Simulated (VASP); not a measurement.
# Se (a cell with a defect) in VASP: single point with r2SCAN

Aim: the single point of Se (a cell with a defect) with r2SCAN.

Program: VASP 6.6.1. These are calculated values, not measurements. Logs are shortened: lines on timing, memory, paths and dates and some standing lists are left out, and cuts for length are marked.

## Step 1: The cell of the first run

The cell holds a defect, 7 atoms: a = 3.967 Å, b = 4.052 Å, c = 16.848 Å, α = 89.86°, β = 88.33°, γ = 120.49°.

## Step 2: Single point, r2SCAN

File POSCAR:

```
Se
1.0
    3.9666960000     -0.0414680000      0.0578860000
   -2.0192610000      3.5126610000      0.0048040000
    0.2462570000      0.1657760000     16.8451850000
Se
7
Direct
    0.3488020000      0.7320450000      0.1746220000
    0.6544180000      0.2925790000      0.6801200000
    0.3473710000      0.6566520000      0.3264610000
    0.6471050000      0.3904400000      0.8251070000
    0.3286000000      0.5979580000      0.5943570000
    0.6533580000      0.3203750000      0.0837090000
    0.3379550000      0.6824490000      0.8962890000
```

File INCAR.step1:

```
PREC = Accurate
ENCUT = 440
ISMEAR = -1
SIGMA = 0.1
LREAL = False
LASPH = True
NELM = 120
NBANDS = 30
GGA = PE
ALGO = Normal
EDIFF = 1E-5
LWAVE = True
LCHARG = False
GGA_COMPAT = False
```

File INCAR.step2:

```
PREC = Accurate
ENCUT = 440
EDIFF = 1E-6
ISMEAR = -1
SIGMA = 0.1
LREAL = False
LASPH = True
NELM = 120
ALGO = Normal
ISIF = 2
LWAVE = False
LCHARG = True
METAGGA = R2SCAN
LMIXTAU = True
LELF = True
LVHAR = True
NBANDS = 30
ISTART = 1
GGA_COMPAT = False
```

File KPOINTS:

```
Automatic mesh
0
Gamma
  5 5 1
  0.5 0 0.5
```

Potentials or basis: VASP PAW PBE potentials, release 64 (Se).

Run with:

```
$ cat potpaw_PBE.64/Se/POTCAR > POTCAR
$ cp INCAR.step1 INCAR
$ mpirun -np 1 vasp_std > vasp.out
$ cp INCAR.step2 INCAR
$ mpirun -np 1 vasp_std > vasp.out
```

OUTCAR:

```text
PREC = Accurate
   ENCUT = 440
   EDIFF = 1E-6
   ISMEAR = -1
   LREAL = False
   LASPH = True
   NELM = 120
   ISIF = 2
   METAGGA = R2SCAN
   ISTART = 1

 ion  position               nearest neighbor table
   1  0.349  0.732  0.175-   6 2.54   3 2.58
   2  0.654  0.293  0.680-   4 2.48   5 2.65   5 2.68
   3  0.347  0.657  0.326-   1 2.58
   4  0.647  0.390  0.825-   7 2.40   2 2.48   7 2.69   7 2.74
   5  0.329  0.598  0.594-   2 2.65   2 2.68
   6  0.653  0.320  0.084-   1 2.54
   7  0.338  0.682  0.896-   4 2.40   4 2.69   4 2.74

  LATTYP: Found a triclinic cell.
 ALAT       =     3.9806549660
 B/A-ratio  =     1.0178461007
 C/A-ratio  =     4.2324191997
 COS(alpha) =     0.0024315384
 COS(beta)  =     0.0314773101
 COS(gamma) =     0.5122050387

  Lattice vectors:

 A1 = (   1.9474350000,   3.4711930000,   0.0626900000)
 A2 = (  -2.0192610000,   3.5126610000,   0.0048040000)
 A3 = (   0.2462570000,   0.1657760000,  16.8451850000)

Analysis of symmetry for initial positions (statically):
=====================================================================
 Subroutine PRICEL returns:
 Original cell was already a primitive cell.

 Routine SETGRP: Setting up the symmetry group for a
 triclinic supercell.

 Subroutine GETGRP returns: Found  1 space group operations
 (whereof  1 operations were pure point group operations)
 out of a pool of  2 trial point group operations.

The static configuration has the point symmetry C_1 .

Analysis of symmetry for dynamics (positions and initial velocities):
=====================================================================
 Subroutine PRICEL returns:
 Original cell was already a primitive cell.

 Routine SETGRP: Setting up the symmetry group for a
 triclinic supercell.

 Subroutine GETGRP returns: Found  1 space group operations
 (whereof  1 operations were pure point group operations)
 out of a pool of  2 trial point group operations.

The dynamic configuration has the point symmetry C_1 .

 Subroutine INISYM returns: Found  1 space group operations
 (whereof  1 operations are pure point group operations),
 and found     1 'primitive' translations

----------------------------------------------------------------------------------------

                                     Primitive cell

  volume of cell :     233.2319

  direct lattice vectors                    reciprocal lattice vectors
     3.966696000 -0.041468000  0.057886000     0.253698727  0.145846313 -0.005144076
    -2.019261000  3.512661000  0.004804000     0.003036173  0.286433726 -0.002863223
     0.246257000  0.165776000 16.845185000    -0.000872664 -0.000582866  0.059382638

  length of vectors
     3.967335068  4.051694135 16.847800506     0.292678412  0.286464127  0.059391910

  position of ions in fractional coordinates (direct lattice)
     0.348802000  0.732045000  0.174622000
     0.654418000  0.292579000  0.680120000
     0.347371000  0.656652000  0.326461000
     0.647105000  0.390440000  0.825107000
     0.328600000  0.597958000  0.594357000
     0.653358000  0.320375000  0.083709000
     0.337955000  0.682449000  0.896289000

  ion indices of the primitive-cell ions
   primitive index   ion index
                 1           1
                 2           2
                 3           3
                 4           4
                 5           5
                 6           6
                 7           7

----------------------------------------------------------------------------------------

 KPOINTS: Automatic mesh

Automatic generation of k-mesh.
 Grid dimensions read from file:
 generate k-points for:    5    5    1

 Generating k-lattice:

  Cartesian coordinates                     Fractional coordinates (reciprocal lattice)
     0.050739745  0.029169263 -0.001028815     0.200000000 -0.000000000 -0.000000000
     0.000607235  0.057286745 -0.000572645    -0.000000000  0.200000000  0.000000000
    -0.000872664 -0.000582866  0.059382638     0.000000000  0.000000000  1.000000000

  Length of vectors
     0.058535682  0.057292825  0.059391910

  Shift w.r.t. Gamma in fractional coordinates (k-lattice)
     0.500000000  0.000000000  0.500000000

 Subroutine IBZKPT returns following result:
 ===========================================

 Found     13 irreducible k-points:

 Following reciprocal coordinates:
            Coordinates               Weight
  0.100000 -0.000000  0.500000      2.000000
  0.300000  0.000000  0.500000      2.000000
  0.500000 -0.000000  0.500000      1.000000
  0.100000  0.200000  0.500000      2.000000
  0.300000  0.200000  0.500000      2.000000
  0.500000  0.200000  0.500000      2.000000
 -0.300000  0.200000  0.500000      2.000000
 -0.100000  0.200000  0.500000      2.000000
  0.100000  0.400000  0.500000      2.000000
  0.300000  0.400000  0.500000      2.000000
  0.500000  0.400000  0.500000      2.000000
 -0.300000  0.400000  0.500000      2.000000
 -0.100000  0.400000  0.500000      2.000000
   k-points           NKPTS =     13   k-points in BZ     NKDIM =     13   number of bands    NBANDS=     30
   number of dos      NEDOS =    301   number of ions     NIONS =      7
   total plane-waves  NPLWV =  94080
   dimension x,y,z NGX =    28 NGY =   28 NGZ =  120
   dimension x,y,z NGXF=    56 NGYF=   56 NGZF=  240
   ions per type =               7
   NGX,Y,Z   is equivalent  to a cutoff of  11.73, 11.49, 11.84 a.u.
   NGXF,Y,Z  is equivalent  to a cutoff of  23.47, 22.98, 23.68 a.u.
 SYSTEM =  unknown system
   PREC   = accura    normal or accurate (medium, high low for compatibility)
   ISTART =      1    job   : 0-new  1-cont  2-samecut
   ICHARG =      0    charge: 1-file 2-atom 10-const
   ISPIN  =      1    spin polarized calculation?
   LNONCOLLINEAR =      F non collinear calculations
   LSORBIT =      F    spin-orbit coupling
   LASPH  =      T    aspherical Exc in radial PAW
   ENCUT  =  440.0 eV  32.34 Ry    5.69 a.u.   6.79  6.93 28.82*2*pi/ulx,y,z
   NELM   =    120;   NELMIN=  2; NELMDL=  0     # of ELM steps
   EDIFF  = 0.1E-05   stopping-criterion for ELM
   LREAL  =      F    real-space projection
   EDIFFG = 0.1E-04   stopping-criterion for IOM
   NSW    =      0    number of steps for IOM
   IBRION =     -1    ionic relax: 0-MD 1-quasi-New 2-CG
   NFREE  =      0    steps in history (QN), initial steepest desc. (CG)
   ISIF   =      2    stress and relaxation
   ISYM   =      2    0-nonsym 1-usesym 2-fastsym
   POTIM  = 0.5000    time-step for ionic-motion
   TEBEG  =    0.0;   TEEND  =   0.0 temperature during run
   PSTRESS=    0.0 pullay stress
   NELECT =      42.0000    total number of electrons
   NUPDOWN=      -1.0000    fix difference up-down
   EMIN   =  10.00;   EMAX   =-10.00  energy-range for DOS
   EFERMI =   0.00;   METHOD = LEGACY
   ISMEAR =    -1;   SIGMA  =   0.10  broadening in eV -4-tet -1-fermi 0-gaus
   EFERMI_NEDOS =   21; number of points for ismear=-14 and -15
   IALGO  =     38    algorithm
   IMIX   =      4    mixing-type and parameters
     AMIX     =   0.40;   BMIX     =  1.00
     AMIX_MAG =   1.60;   BMIX_MAG =  1.00
  volume/ion in A,a.u.               =      33.32       224.85
  Fermi-wavevector in a.u.,A,eV,Ry     =   0.924475  1.747005 11.628281  0.854655
  Thomas-Fermi vector in A             =   2.050225
   LORBIT       =      0    0 simple, 1 ext, 2 COOP (PROOUT), +10 PAW based schemes
   METAGGA = R2SCAN    functional components
   LHFCALC =     F    Hartree Fock is set to
   AEXX    =    0.0000 exact exchange contribution
   IVDW    =     0    specifies the selected vdW correction
   LEPSILON=     F    determine dielectric tensor
   LRPA    =     F    only Hartree local field effects (RPA)
 non-spin polarized calculation
  energy-cutoff  :      440.00
  volume of cell :      233.23
 maximum number of plane-waves:      4911
   NGX = 13   NGY = 13   NGZ = 57

 number of electron      41.9999997 magnetization

 Free energy of the ion-electron system (eV)
  ---------------------------------------------------
  ext. energy  EPLUGINS =         0.00000000
  ---------------------------------------------------
  free energy    TOTEN  =       -94.98431799 eV

  energy without entropy =      -94.77440184  energy(sigma->0) =      -94.87935992

 E-fermi :   1.1489     XC(G=0):  -8.3006

 val. band max:        1.0923570204   @ k =   0.1000  -0.0000   0.5000
 cond. band min:       1.1584422085   @ k =   0.1000  -0.0000   0.5000
 fundamental gap:      0.0660851881
 Fermi energy:         1.1489450259

 k-point     1 :       0.1000   -0.0000    0.5000
  band No.  band energies     occupation
      1     -15.6851      2.00000
      2     -14.5123      2.00000
      3     -14.3069      2.00000
      4     -11.6157      2.00000
      5     -11.3941      2.00000
      6      -9.9715      2.00000
[... 22 lines left out ...]
     29       6.6525      0.00000
     30       7.2628      0.00000

 k-point     2 :       0.3000    0.0000    0.5000
  band No.  band energies     occupation
      1     -15.1503      2.00000
      2     -13.8860      2.00000
      3     -13.8279      2.00000
      4     -11.7795      2.00000
      5     -11.5007      2.00000
      6     -10.5371      2.00000
[... 22 lines left out ...]
     29       6.9768      0.00000
     30       7.4555      0.00000

 k-point     3 :       0.5000   -0.0000    0.5000
  band No.  band energies     occupation
      1     -14.6809      2.00000
      2     -13.4383      2.00000
      3     -13.2181      2.00000
      4     -12.1816      2.00000
      5     -11.5475      2.00000
      6     -11.3813      2.00000
[... 319 lines left out ...]
     29       6.6864      0.00000
     30       7.4676      0.00000

 k-point    13 :      -0.1000    0.4000    0.5000
  band No.  band energies     occupation
      1     -14.9790      2.00000
      2     -13.7720      2.00000
      3     -13.4927      2.00000
      4     -11.9102      2.00000
      5     -11.6873      2.00000
      6     -10.7898      2.00000
[... 22 lines left out ...]
     29       6.9693      0.00000
     30       7.6530      0.00000

------------------------ aborting loop because EDIFF is reached ----------------------------------------

  FORCE on cell =-STRESS in cart. coord.  units (eV):
  Direction    XX          YY          ZZ          XY          YZ          ZX
  --------------------------------------------------------------------------------------
  -------------------------------------------------------------------------------------
  Total       -0.0175190      1.0302570     -6.4177136      0.7648851      1.8090379      1.2286536
  in kB       -0.1203460      7.0773105    -44.0862364      5.2543489     12.4271160      8.4401887
  external PRESSURE =     -12.3764240 kB  Pullay stress =       0.0000000 kB

 VOLUME and BASIS-vectors are now :
 -----------------------------------------------------------------------------
  energy-cutoff  :      440.00
  volume of cell :      233.23
      direct lattice vectors                 reciprocal lattice vectors
     3.966696000 -0.041468000  0.057886000     0.253698727  0.145846313 -0.005144076
    -2.019261000  3.512661000  0.004804000     0.003036173  0.286433726 -0.002863223
     0.246257000  0.165776000 16.845185000    -0.000872664 -0.000582866  0.059382638

 POSITION                                       TOTAL-FORCE (eV/Angst)
 -----------------------------------------------------------------------------------
     -0.05160      2.58591      2.96525         0.210598     -0.013403      1.812922
      2.17257      1.11334     11.49603         0.088269      0.410917     -0.306899
      0.13236      2.34631      5.52256        -0.151575      0.395729     -2.309610
      1.98166      1.48143     13.93841        -1.320016      0.826852     -0.014753
      0.24239      2.18533     10.03395        -0.041781     -0.531340     -0.115828
      1.96537      1.11215      1.44945        -0.048317     -0.392275      0.410143
      0.18324      2.53178     15.12100         1.262823     -0.696480      0.524025
 -----------------------------------------------------------------------------------
    total drift:                               -0.000029     -0.000289      0.000150

  FREE ENERGIE OF THE ION-ELECTRON SYSTEM (eV)
  ---------------------------------------------------
  free  energy   TOTEN  =       -94.9843179908 eV

  energy  without entropy=      -94.7744018440  energy(sigma->0) =      -94.87935992
```

It took 5.4 min on 1 thread of Intel Xeon Platinum 8259CL at 2.50GHz (Skylake/Cascade Lake), shared host; peak memory 0.32 GiB.

What came out:

```yaml
Free_energy: -94.9843 eV
Pressure: -1.2 GPa
Largest_force: 2.348 eV/Å
Band_gap_on_the_k_mesh: zero (bands 21 and 22 overlap by 0.29 eV)
```

Forces in eV/Å, atoms in the order of the input:
```
Se   0.211 -0.013  1.813
Se   0.088  0.411 -0.307
Se  -0.152  0.396 -2.310
Se  -1.320  0.827 -0.015
Se  -0.042 -0.531 -0.116
Se  -0.048 -0.392  0.410
Se   1.263 -0.696  0.524
```

Levels at points of the mesh, in eV from the Fermi level:
```tsv
k point	band 17	band 18	band 19	band 20	band 21	band 22	band 23	band 24	band 25	band 26
(0.50, 0.00, 0.50)	-1.93	-1.64	-1.19	-0.47	-0.17	0.10	0.26	0.48	1.32	2.05
```

Caveat: the k points lie up to 0.37 Å⁻¹ apart; the PAW data sets were made with another functional, which shifts forces and pressure a little.
